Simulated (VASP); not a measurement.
# CdS (R3m) in VASP: notebook, part 2 of 2

VASP 6.6.1.

## 3. Single point, PBE (equal xy, yz and zx shear strains of +3 %)

Input file INCAR:

```
SYSTEM = CdS
PREC = Accurate
ENCUT = 520
EDIFF = 1E-6
ISMEAR = -1
SIGMA = 0.02
LREAL = .FALSE.
LASPH = .TRUE.
NELM = 80
ALGO = Normal
ISIF = 2
LWAVE = .FALSE.
LCHARG = .FALSE.
GGA = PE
NBANDS = 16
```

Input file KPOINTS:

```
Automatic mesh
0
G
  7 7 7
  0 0 0
```

Input file POSCAR:

```
CdS
1.0
    0.0882886040      2.9870977669      2.9870977669
    2.9870977669      0.0882886040      2.9870977669
    2.9870977669      2.9870977669      0.0882886040
Cd S
1 1
Direct
    0.0000000000      0.0000000000      0.0000000000
    0.7500000000      0.7500000000      0.7500000000
```

Potentials or basis: VASP PAW PBE potentials, release 64 (Cd, S).

On the command line:

```
$ cat potpaw_PBE.64/Cd/POTCAR potpaw_PBE.64/S/POTCAR > POTCAR
$ mpirun -np 1 vasp_std > vasp.out
```

OUTCAR:

```text
SYSTEM = CdS
   PREC = Accurate
   ENCUT = 520
   EDIFF = 1E-6
   ISMEAR = -1
   LREAL = .FALSE.
   LASPH = .TRUE.
   NELM = 80
   ISIF = 2
   GGA = PE

 ion  position               nearest neighbor table
   1  0.000  0.000  0.000-   2 2.52   2 2.52   2 2.52   2 2.63
   2  0.750  0.750  0.750-   1 2.52   1 2.52   1 2.52   1 2.63

  LATTYP: Found a trigonal (rhomboedric) cell.
 ALAT       =     4.2253166764
 COS(alpha) =     0.5293254421

  Lattice vectors:

 A1 = (   0.0882886040,   2.9870977669,   2.9870977669)
 A2 = (   2.9870977669,   0.0882886040,   2.9870977669)
 A3 = (   2.9870977669,   2.9870977669,   0.0882886040)

Analysis of symmetry for initial positions (statically):
=====================================================================
 Subroutine PRICEL returns:
 Original cell was already a primitive cell.

 Routine SETGRP: Setting up the symmetry group for a
 trigonal (rhombohedral) supercell.

 Subroutine GETGRP returns: Found  6 space group operations
 (whereof  6 operations were pure point group operations)
 out of a pool of 12 trial point group operations.

The static configuration has the point symmetry C_3v.

Analysis of symmetry for dynamics (positions and initial velocities):
=====================================================================
 Subroutine PRICEL returns:
 Original cell was already a primitive cell.

 Routine SETGRP: Setting up the symmetry group for a
 trigonal (rhombohedral) supercell.

 Subroutine GETGRP returns: Found  6 space group operations
 (whereof  6 operations were pure point group operations)
 out of a pool of 12 trial point group operations.

The dynamic configuration has the point symmetry C_3v.

 Subroutine INISYM returns: Found  6 space group operations
 (whereof  6 operations are pure point group operations),
 and found     1 'primitive' translations
[... 98 lines left out ...]
   NSW    =      0    number of steps for IOM
   IBRION =     -1    ionic relax: 0-MD 1-quasi-New 2-CG
   NFREE  =      0    steps in history (QN), initial steepest desc. (CG)
   ISIF   =      2    stress and relaxation
   ISYM   =      2    0-nonsym 1-usesym 2-fastsym
   POTIM  = 0.5000    time-step for ionic-motion
   TEBEG  =    0.0;   TEEND  =   0.0 temperature during run
   PSTRESS=    0.0 pullay stress
   NELECT =      18.0000    total number of electrons
   NUPDOWN=      -1.0000    fix difference up-down
   EMIN   =  10.00;   EMAX   =-10.00  energy-range for DOS
   EFERMI =   0.00;   METHOD = LEGACY
   ISMEAR =    -1;   SIGMA  =   0.02  broadening in eV -4-tet -1-fermi 0-gaus
   EFERMI_NEDOS =   21; number of points for ismear=-14 and -15
   IALGO  =     38    algorithm
   IMIX   =      4    mixing-type and parameters
     AMIX     =   0.40;   BMIX     =  1.00
     AMIX_MAG =   1.60;   BMIX_MAG =  1.00
  volume/ion in A,a.u.               =      25.47       171.89
  Fermi-wavevector in a.u.,A,eV,Ry     =   1.157362  2.187096 18.224810  1.339486
  Thomas-Fermi vector in A             =   2.293974
   LORBIT       =      0    0 simple, 1 ext, 2 COOP (PROOUT), +10 PAW based schemes
   GGA     = PE    functional components
[... 5 lines left out ...]
 non-spin polarized calculation
  energy-cutoff  :      520.00
  volume of cell :       50.94
 maximum number of plane-waves:      1393
   NGX = 15   NGY = 15   NGZ = 15

 number of electron      18.0000004 magnetization

 Free energy of the ion-electron system (eV)
  ---------------------------------------------------
  ext. energy  EPLUGINS =         0.00000000
  ---------------------------------------------------
  free energy    TOTEN  =        -6.11999887 eV

  energy without entropy =       -6.11999887  energy(sigma->0) =       -6.11999887

 E-fermi :   1.5169     XC(G=0):  -9.0256

 val. band max:        1.1405690863   @ k =   0.0000   0.0000   0.0000
 cond. band min:       2.1789979143   @ k =   0.0000   0.0000   0.0000
 fundamental gap:      1.0384288280
 Fermi energy:         1.5168728885

 k-point     1 :       0.0000    0.0000    0.0000
  band No.  band energies     occupation
      1     -11.1247      2.00000
      2      -6.5655      2.00000
      3      -6.5655      2.00000
      4      -6.5186      2.00000
      5      -6.1037      2.00000
      6      -6.1037      2.00000
[... 433 lines left out ...]
      3      -6.3937      2.00000
      4      -6.2110      2.00000
      5      -6.0743      2.00000
      6      -5.9788      2.00000
[... 8 lines left out ...]
     15      13.4544      0.00000
     16      14.7192      0.00000

 [... further k-points ...]
[... 5 lines left out ...]
  --------------------------------------------------------------------------------------
  -------------------------------------------------------------------------------------
  Total        0.5433970      0.5433970      0.5433970     -0.4460300     -0.4460300     -0.4460300
  in kB       17.0898379     17.0898379     17.0898379    -14.0276468    -14.0276468    -14.0276468
  external PRESSURE =      17.0898379 kB  Pullay stress =       0.0000000 kB

 VOLUME and BASIS-vectors are now :
 -----------------------------------------------------------------------------
  energy-cutoff  :      520.00
  volume of cell :       50.94
      direct lattice vectors                 reciprocal lattice vectors
     0.088288604  2.987097767  2.987097767    -0.174996533  0.169972709  0.169972709
     2.987097767  0.088288604  2.987097767     0.169972709 -0.174996533  0.169972709
     2.987097767  2.987097767  0.088288604     0.169972709  0.169972709 -0.174996533

 POSITION                                       TOTAL-FORCE (eV/Angst)
 -----------------------------------------------------------------------------------
      0.00000      0.00000      0.00000        -0.158156     -0.158156     -0.158156
      4.54686      4.54686      4.54686         0.158156      0.158156      0.158156
 -----------------------------------------------------------------------------------
    total drift:                               -0.000248     -0.000248     -0.000248

  FREE ENERGIE OF THE ION-ELECTRON SYSTEM (eV)
  ---------------------------------------------------
  free  energy   TOTEN  =        -6.1199988708 eV

  energy  without entropy=       -6.1199988708  energy(sigma->0) =       -6.11999887
```

OSZICAR:

```text
N       E                     dE             d eps       ncg     rms          rms(c)
DAV:   1     0.105632771626E+03    0.10563E+03   -0.90169E+03  1464   0.102E+03
DAV:   2    -0.252621588609E+01   -0.10816E+03   -0.10205E+03  1728   0.252E+02
DAV:   3    -0.664697922276E+01   -0.41208E+01   -0.41133E+01  1712   0.505E+01
DAV:   4    -0.667268444678E+01   -0.25705E-01   -0.25703E-01  1784   0.393E+00
DAV:   5    -0.667303514917E+01   -0.35070E-03   -0.35070E-03  1720   0.434E-01    0.773E+00
DAV:   6    -0.613824429751E+01    0.53479E+00   -0.85394E-01  2192   0.114E+01    0.626E+00
DAV:   7    -0.611960233628E+01    0.18642E-01   -0.19529E-01  1840   0.302E+00    0.307E+00
DAV:   8    -0.611985184283E+01   -0.24951E-03   -0.17381E-02  1728   0.165E+00    0.293E-01
DAV:   9    -0.611978366442E+01    0.68178E-04   -0.19737E-03  1696   0.643E-01    0.607E-02
DAV:  10    -0.611991971464E+01   -0.13605E-03   -0.24382E-04  1872   0.151E-01    0.685E-02
DAV:  11    -0.612000592421E+01   -0.86210E-04   -0.13933E-04  1752   0.910E-02    0.248E-02
DAV:  12    -0.611999790073E+01    0.80235E-05   -0.23577E-05  1848   0.614E-02    0.974E-03
DAV:  13    -0.611999910337E+01   -0.12026E-05   -0.36194E-06  1664   0.112E-02    0.847E-03
DAV:  14    -0.611999887081E+01    0.23256E-06   -0.23106E-07  1496   0.301E-03
   1 F= -.61199989E+01 E0= -.61199989E+01  d E =-.313486E-10
```

stdout:

```text
POSCAR found type information on POSCAR CdS
 POSCAR found :  2 types and       2 ions
 scaLAPACK will be used
 LDA part: xc-table for (Slater+PW92), standard interpolation
 POSCAR, INCAR and KPOINTS ok, starting setup
 FFT: planning ... GRIDC
 FFT: planning ... GRID_SOFT
 FFT: planning ... GRID
 WAVECAR not read
 entering main loop
```

Wall time 16 s (1 thread of Intel Xeon Platinum 8488C (Sapphire Rapids), shared host); peak memory 0.18 GiB.

What came out:

- Free energy: -6.1200 eV
- Pressure: 1.7 GPa
- Largest force: 0.274 eV/Å
- Band gap on the k mesh: 1.04 eV, direct

Forces on the atoms (eV/Å):
```
Cd  -0.158 -0.158 -0.158
S    0.158  0.158  0.158
```

Stress tensor (GPa, compression positive):
```
 1.71 -1.40 -1.40
-1.40  1.71 -1.40
-1.40 -1.40  1.71
```

Caveat: the cell differs from its parent crystal (equal xy, yz and zx shear strains of +3 %).
